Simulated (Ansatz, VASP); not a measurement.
# Two plane-wave programs on PtS2

```
Pt S
1.0
     3.81680    0.00000    0.00000
    -1.90840    3.30544    0.00000
     0.00000    0.00000    4.34231
Pt S
1 2
Direct
  0.00000 0.00000 0.00000
  0.33333 0.66667 0.25000
  0.66667 0.33333 0.75000
```

Alike in both runs: task single point; functional LDA; k mesh 12 × 12 × 8; occupations gaussian, width 0.05 eV; no spin polarisation.

```csv
,VASP,Ansatz
version,VASP 6.6.1,Ansatz 0.2.0
potentials or method,"VASP PAW LDA potentials, release 64 (Pt, S), cutoff 520 eV","scalar-relativistic, plane waves, PAW"
valence electrons in the cell,22,30
```

```csv
,VASP,Ansatz,Ansatz less VASP
gap on the k mesh at the Fermi level (eV),none,none,-
pressure (GPa),-13.4,-13.4,0.00
"traceless stress, the component that is largest in VASP (GPa)",9.99,10.00,+0.009
rms of the force components (eV/Å),0.108,0.110,+0.0018
```

LDA's correlation is that of Perdew and Zunger in VASP and of Perdew and Wang (1992) in Ansatz. Atom by atom the forces differ by 0.002 eV/Å (rms over components). A gap of «none» marks a metal or a gap that the smearing closes. VASP's potentials hold 22 valence electrons a cell and Ansatz's 30, so a difference there can come from the potentials and not from the codes.

Neither program's run includes spin-orbit coupling.
